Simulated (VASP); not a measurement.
A run of VASP 6.6.1:

Contents of INCAR:

```
SYSTEM = TiC
PREC = Accurate
ENCUT = 520
EDIFF = 1E-6
ISMEAR = 0
SIGMA = 0.15
LREAL = .False.
LASPH = .True.
NELM = 80
ALGO = Normal
ISIF = 2
LWAVE = .False.
LCHARG = .False.
GGA = PE
NBANDS = 15
```

Contents of KPOINTS:

```
regular mesh
0
Gamma
  18 18 18
  0 0 0
```

File POSCAR:

```
TiC
1.0
    0.0000000000      2.1640000000      2.1640000000
    2.1640000000      0.0000000000      2.1640000000
    2.1640000000      2.1640000000      0.0000000000
Ti C
1 1
Direct
   -0.0519870610     -0.0519870610      0.0519870610
    0.5000000000      0.5000000000      0.5000000000
```

Potentials or basis: VASP PAW PBE potentials, release 64 (Ti_sv, C).

Launch:

```bash
$ cat potpaw_PBE.64/Ti_sv/POTCAR potpaw_PBE.64/C/POTCAR > POTCAR
$ mpirun -np 1 vasp_std > vasp.out
```

Hardware: 1 thread of AMD EPYC 9R45 (Zen 5), on a shared host.

Estimate the wall time of this run.

It took 80 s on 1 thread of AMD EPYC 9R45 (Zen 5), on a shared host, peak memory 0.23 GiB. Counts: scf iterations 14, k points 480.
